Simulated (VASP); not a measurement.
# Zr (P6_3/mmc) in VASP: single point with PBE

Aim: the single point of Zr with PBE.

All numbers are computed with VASP 6.6.1; they aren't measurements. Logs are shortened: lines on timing, memory, paths and dates and some standing lists are left out, and cuts for length are marked.

**1. The cell of the first run**

Symmetry: P6_3/mmc, No. 194, hexagonal system. The conventional cell has a = 3.241 Å, b = 3.241 Å, c = 5.162 Å, α = 90.00°, β = 90.00°, γ = 120.00°. Zr (site symmetry -6m2) has 12 Zr at 3.19 to 3.24 Å within 4.2 Å.

**2. Single point, PBE**

Input file INCAR:

```
PREC = Accurate ; ENCUT = 500
EDIFF = 1E-6 ; ISMEAR = 0
SIGMA = 0.05 ; LREAL = False
LASPH = True ; NELM = 120
ALGO = Normal ; ISIF = 2
LWAVE = False ; LCHARG = False
GGA = PE ; NBANDS = 19
GGA_COMPAT = False
```

Input file KPOINTS:

```
regular mesh
0
Gamma
  8 8 4
```

Input file POSCAR:

```
Zr
1.0
    3.2405622112      0.0000000000      0.0000000000
   -1.6202811056      2.8064091974      0.0000000000
    0.0000000000      0.0000000000      5.1615792270
Zr
2
Direct
    0.3333333333      0.6666666667      0.7500000000
    0.6666666667      0.3333333333      0.2500000000
```

Potentials or basis: VASP PAW PBE potentials, release 64 (Zr_sv).

Command:

```sh
cat potpaw_PBE.64/Zr_sv/POTCAR > POTCAR
mpirun -np 1 vasp_std > vasp.out
```

OUTCAR:

```text
PREC = Accurate
   ENCUT = 500
   EDIFF = 1E-6
   ISMEAR = 0
   LREAL = False
   LASPH = True
   NELM = 120
   ISIF = 2
   GGA = PE

 ion  position               nearest neighbor table
   1  0.333  0.667  0.750-   2 3.19   2 3.19   2 3.19   2 3.19   2 3.19   2 3.19
   2  0.667  0.333  0.250-   1 3.19   1 3.19   1 3.19   1 3.19   1 3.19   1 3.19

  LATTYP: Found a hexagonal cell.
 ALAT       =     3.2405622112
 C/A-ratio  =     1.5928036219

  Lattice vectors:

 A1 = (   3.2405622112,   0.0000000000,   0.0000000000)
 A2 = (  -1.6202811056,   2.8064091974,   0.0000000000)
 A3 = (   0.0000000000,   0.0000000000,   5.1615792270)

Analysis of symmetry for initial positions (statically):
=====================================================================
 Subroutine PRICEL returns:
 Original cell was already a primitive cell.

 Routine SETGRP: Setting up the symmetry group for a
 hexagonal supercell.

 Subroutine GETGRP returns: Found 24 space group operations
 (whereof 12 operations were pure point group operations)
 out of a pool of 24 trial point group operations.

The static configuration has the point symmetry D_3d.
 The point group associated with its full space group is D_6h.

Analysis of symmetry for dynamics (positions and initial velocities):
=====================================================================
 Subroutine PRICEL returns:
 Original cell was already a primitive cell.

 Routine SETGRP: Setting up the symmetry group for a
 hexagonal supercell.

 Subroutine GETGRP returns: Found 24 space group operations
 (whereof 12 operations were pure point group operations)
 out of a pool of 24 trial point group operations.

The dynamic configuration has the point symmetry D_3d.
 The point group associated with its full space group is D_6h.

 Subroutine INISYM returns: Found 24 space group operations
 (whereof 12 operations are pure point group operations),
 and found     1 'primitive' translations

----------------------------------------------------------------------------------------

                                     Primitive cell

  volume of cell :      46.9412

  direct lattice vectors                    reciprocal lattice vectors
     3.240562211  0.000000000  0.000000000     0.308588428  0.178163612  0.000000000
    -1.620281106  2.806409197  0.000000000     0.000000000  0.356327224  0.000000000
     0.000000000  0.000000000  5.161579227     0.000000000  0.000000000  0.193739155

  length of vectors
     3.240562211  3.240562211  5.161579227     0.356327224  0.356327224  0.193739155

  position of ions in fractional coordinates (direct lattice)
     0.333333333  0.666666667  0.750000000
     0.666666667  0.333333333  0.250000000

  ion indices of the primitive-cell ions
   primitive index   ion index
                 1           1
                 2           2

----------------------------------------------------------------------------------------

 KPOINTS: regular mesh

Automatic generation of k-mesh.
 Grid dimensions read from file:
 generate k-points for:    8    8    4

 Generating k-lattice:

  Cartesian coordinates                     Fractional coordinates (reciprocal lattice)
     0.038573554  0.022270452  0.000000000     0.125000000  0.000000000  0.000000000
     0.000000000  0.044540903  0.000000000     0.000000000  0.125000000  0.000000000
     0.000000000  0.000000000  0.048434789     0.000000000  0.000000000  0.250000000

  Length of vectors
     0.044540903  0.044540903  0.048434789

  Shift w.r.t. Gamma in fractional coordinates (k-lattice)
     0.000000000  0.000000000  0.000000000

 Subroutine IBZKPT returns following result:
 ===========================================

 Found     30 irreducible k-points:

 Following reciprocal coordinates:
            Coordinates               Weight
  0.000000  0.000000  0.000000      1.000000
  0.125000 -0.000000  0.000000      6.000000
  0.250000 -0.000000  0.000000      6.000000
  0.375000 -0.000000  0.000000      6.000000
  0.500000 -0.000000  0.000000      3.000000
  0.125000  0.125000  0.000000      6.000000
[... 16 lines left out ...]
  0.250000 -0.000000  0.500000      6.000000
  0.375000 -0.000000  0.500000      6.000000
 [... further k-points ...]
   k-points           NKPTS =     30   k-points in BZ     NKDIM =     30   number of bands    NBANDS=     19
   number of dos      NEDOS =    301   number of ions     NIONS =      2
   total plane-waves  NPLWV =  23040
   dimension x,y,z NGX =    24 NGY =   24 NGZ =   40
   dimension x,y,z NGXF=    48 NGYF=   48 NGZF=   80
   ions per type =               2
   NGX,Y,Z   is equivalent  to a cutoff of  12.31, 12.31, 12.88 a.u.
   NGXF,Y,Z  is equivalent  to a cutoff of  24.62, 24.62, 25.77 a.u.
 SYSTEM =  unknown system
   PREC   = accura    normal or accurate (medium, high low for compatibility)
   ISTART =      0    job   : 0-new  1-cont  2-samecut
   ICHARG =      2    charge: 1-file 2-atom 10-const
   ISPIN  =      1    spin polarized calculation?
   LNONCOLLINEAR =      F non collinear calculations
   LSORBIT =      F    spin-orbit coupling
   LASPH  =      T    aspherical Exc in radial PAW
   ENCUT  =  500.0 eV  36.75 Ry    6.06 a.u.   5.91  5.91  9.41*2*pi/ulx,y,z
   NELM   =    120;   NELMIN=  2; NELMDL= -5     # of ELM steps
   EDIFF  = 0.1E-05   stopping-criterion for ELM
   LREAL  =      F    real-space projection
   EDIFFG = 0.1E-04   stopping-criterion for IOM
   NSW    =      0    number of steps for IOM
   IBRION =     -1    ionic relax: 0-MD 1-quasi-New 2-CG
   NFREE  =      0    steps in history (QN), initial steepest desc. (CG)
   ISIF   =      2    stress and relaxation
   ISYM   =      2    0-nonsym 1-usesym 2-fastsym
   POTIM  = 0.5000    time-step for ionic-motion
   TEBEG  =    0.0;   TEEND  =   0.0 temperature during run
   PSTRESS=    0.0 pullay stress
   NELECT =      24.0000    total number of electrons
   NUPDOWN=      -1.0000    fix difference up-down
   EMIN   =  10.00;   EMAX   =-10.00  energy-range for DOS
   EFERMI =   0.00;   METHOD = LEGACY
   ISMEAR =     0;   SIGMA  =   0.05  broadening in eV -4-tet -1-fermi 0-gaus
   EFERMI_NEDOS =   21; number of points for ismear=-14 and -15
   IALGO  =     38    algorithm
   IMIX   =      4    mixing-type and parameters
     AMIX     =   0.40;   BMIX     =  1.00
     AMIX_MAG =   1.60;   BMIX_MAG =  1.00
  volume/ion in A,a.u.               =      23.47       158.39
  Fermi-wavevector in a.u.,A,eV,Ry     =   1.309063  2.473771 23.315573  1.713646
  Thomas-Fermi vector in A             =   2.439687
   LORBIT       =      0    0 simple, 1 ext, 2 COOP (PROOUT), +10 PAW based schemes
   GGA     = PE    functional components
   LHFCALC =     F    Hartree Fock is set to
   AEXX    =    0.0000 exact exchange contribution
   IVDW    =     0    specifies the selected vdW correction
   LEPSILON=     F    determine dielectric tensor
   LRPA    =     F    only Hartree local field effects (RPA)
 non-spin polarized calculation
 Gauss-broadening in eV      SIGMA  =   0.05
  energy-cutoff  :      500.00
  volume of cell :       46.94
 maximum number of plane-waves:      1208
 NGX is ok and might be reduce to    24
   NGX = 11   NGY = 11   NGZ = 19

 number of electron      24.0000000 magnetization

 Free energy of the ion-electron system (eV)
  ---------------------------------------------------
  ext. energy  EPLUGINS =         0.00000000
  ---------------------------------------------------
  free energy    TOTEN  =       -17.05546433 eV

  energy without entropy =      -17.05380583  energy(sigma->0) =      -17.05463508

 E-fermi :   8.9541     XC(G=0): -11.0467

 val. band max:        8.9492191869   @ k =   0.3750   0.2500   0.2500
 cond. band min:       9.0306312008   @ k =   0.1250  -0.0000   0.0000
 fundamental gap:      0.0814120139
 Fermi energy:         8.9540986409

 k-point     1 :       0.0000    0.0000    0.0000
  band No.  band energies     occupation
      1     -39.9623      2.00000
      2     -39.8132      2.00000
      3     -18.4675      2.00000
      4     -17.6227      2.00000
      5     -17.6227      2.00000
      6     -17.4880      2.00000
[... 11 lines left out ...]
     18      11.0211      0.00000
     19      13.2910      0.00000

 k-point     2 :       0.1250   -0.0000    0.0000
  band No.  band energies     occupation
      1     -39.9456      2.00000
      2     -39.8065      2.00000
      3     -18.4217      2.00000
      4     -17.7220      2.00000
      5     -17.6550      2.00000
      6     -17.5872      2.00000
[... 11 lines left out ...]
     18      10.8169      0.00000
     19      13.5336      0.00000

 k-point     3 :       0.2500   -0.0000    0.0000
  band No.  band energies     occupation
      1     -39.9032      2.00000
      2     -39.7919      2.00000
      3     -18.2984      2.00000
      4     -17.9614      2.00000
      5     -17.8217      2.00000
      6     -17.7283      2.00000
[... 11 lines left out ...]
     18      11.8490      0.00000
     19      13.8911      0.00000

 k-point     4 :       0.3750   -0.0000    0.0000
  band No.  band energies     occupation
      1     -39.8553      2.00000
      2     -39.7824      2.00000
      3     -18.1989      2.00000
      4     -18.1404      2.00000
      5     -18.0415      2.00000
      6     -17.7975      2.00000
[... 11 lines left out ...]
     18      13.2237      0.00000
     19      14.0890      0.00000

 k-point     5 :       0.5000   -0.0000    0.0000
  band No.  band energies     occupation
      1     -39.8313      2.00000
      2     -39.7825      2.00000
      3     -18.2963      2.00000
      4     -18.1292      2.00000
      5     -18.0470      2.00000
      6     -17.8253      2.00000
[... 11 lines left out ...]
     18      14.1432      0.00000
     19      15.0406      0.00000

 k-point     6 :       0.1250    0.1250    0.0000
  band No.  band energies     occupation
      1     -39.9160      2.00000
      2     -39.7958      2.00000
      3     -18.3369      2.00000
      4     -17.8584      2.00000
      5     -17.8086      2.00000
      6     -17.6654      2.00000
[... 11 lines left out ...]
     18      11.6883      0.00000
     19      13.6979      0.00000

 k-point     7 :       0.2500    0.1250    0.0000
  band No.  band energies     occupation
      1     -39.8704      2.00000
      2     -39.7842      2.00000
      3     -18.1934      2.00000
      4     -18.0788      2.00000
      5     -17.9861      2.00000
      6     -17.7780      2.00000
[... 11 lines left out ...]
     18      13.1582      0.00000
     19      13.8427      0.00000

 k-point     8 :       0.3750    0.1250    0.0000
  band No.  band energies     occupation
      1     -39.8315      2.00000
      2     -39.7823      2.00000
      3     -18.2442      2.00000
      4     -18.0880      2.00000
      5     -18.0491      2.00000
      6     -17.8670      2.00000
[... 256 lines left out ...]
 k-point    20 :       0.3750    0.2500    0.2500
  band No.  band energies     occupation
      1     -39.8056      2.00000
      2     -39.7912      2.00000
      3     -18.2385      2.00000
      4     -18.1630      2.00000
      5     -18.0553      2.00000
      6     -17.8649      2.00000
[... 11 lines left out ...]
     18      13.6550      0.00000
     19      15.5903      0.00000

 k-point    21 :       0.0000    0.0000    0.5000
  band No.  band energies     occupation
      1     -39.8884      2.00000
      2     -39.8884      2.00000
      3     -17.9944      2.00000
      4     -17.9944      2.00000
      5     -17.5542      2.00000
      6     -17.5542      2.00000
[... 11 lines left out ...]
     18      12.8086      0.00000
     19      12.8086      0.00000

 k-point    22 :       0.1250   -0.0000    0.5000
  band No.  band energies     occupation
      1     -39.8766      2.00000
      2     -39.8766      2.00000
      3     -18.0135      2.00000
      4     -18.0135      2.00000
      5     -17.6189      2.00000
      6     -17.6189      2.00000
[... 11 lines left out ...]
     18      12.7292      0.00000
     19      12.8941      0.00000

 k-point    23 :       0.2500   -0.0000    0.5000
  band No.  band energies     occupation
      1     -39.8479      2.00000
      2     -39.8479      2.00000
      3     -18.1182      2.00000
      4     -18.1182      2.00000
      5     -17.7105      2.00000
      6     -17.7105      2.00000
[... 11 lines left out ...]
     18      12.7419      0.00000
     19      13.1715      0.00000

 k-point    24 :       0.3750   -0.0000    0.5000
  band No.  band energies     occupation
      1     -39.8189      2.00000
      2     -39.8189      2.00000
      3     -18.2878      2.00000
      4     -18.2878      2.00000
      5     -17.7294      2.00000
      6     -17.7294      2.00000
[... 11 lines left out ...]
     18      13.3952      0.00000
     19      13.5942      0.00000

 [... further k-points ...]

------------------------ aborting loop because EDIFF is reached ----------------------------------------

  FORCE on cell =-STRESS in cart. coord.  units (eV):
  Direction    XX          YY          ZZ          XY          YZ          ZX
  --------------------------------------------------------------------------------------
  -------------------------------------------------------------------------------------
  Total        0.0141883      0.0141883      0.0099126      0.0000000     -0.0000000      0.0000000
  in kB        0.4842707      0.4842707      0.3383328      0.0000000     -0.0000000      0.0000000
  external PRESSURE =       0.4356247 kB  Pullay stress =       0.0000000 kB

 VOLUME and BASIS-vectors are now :
 -----------------------------------------------------------------------------
  energy-cutoff  :      500.00
  volume of cell :       46.94
      direct lattice vectors                 reciprocal lattice vectors
     3.240562211  0.000000000  0.000000000     0.308588428  0.178163612  0.000000000
    -1.620281106  2.806409197  0.000000000     0.000000000  0.356327224  0.000000000
     0.000000000  0.000000000  5.161579227     0.000000000  0.000000000  0.193739155

 POSITION                                       TOTAL-FORCE (eV/Angst)
 -----------------------------------------------------------------------------------
     -0.00000      1.87094      3.87118        -0.000000      0.000000      0.000000
      1.62028      0.93547      1.29039         0.000000      0.000000      0.000000
 -----------------------------------------------------------------------------------
    total drift:                               -0.000000      0.000000     -0.000000

  FREE ENERGIE OF THE ION-ELECTRON SYSTEM (eV)
  ---------------------------------------------------
  free  energy   TOTEN  =       -17.0554643299 eV

  energy  without entropy=      -17.0538058287  energy(sigma->0) =      -17.05463508
```

Wall time 14 s (1 thread of Intel Xeon 6975P-C, shared host); peak memory 0.16 GiB.

Results:

```
Free energy            : -17.0555 eV
Pressure               : 0.0 GPa
Band gap on the k mesh : zero (band 12 reaches 9.76 eV, above the bottom of band 13 at 8.84 eV)
```

Levels at points of the mesh, in eV from the Fermi level:
```csv
k point,band 9,band 10,band 11,band 12,band 13,band 14,band 15,band 16
"(0.00, 0.00, 0.00)",-5.69,-3.06,0.81,0.81,0.95,1.09,1.49,1.49
"(0.50, 0.00, 0.00)",-2.59,-2.55,-2.17,-0.28,0.48,0.72,1.39,4.79
"(0.00, 0.00, 0.50)",-4.00,-4.00,-0.01,-0.01,0.71,0.71,0.71,0.71
"(0.50, 0.00, 0.50)",-2.89,-2.89,-1.09,-1.09,1.55,1.55,2.14,2.14
```
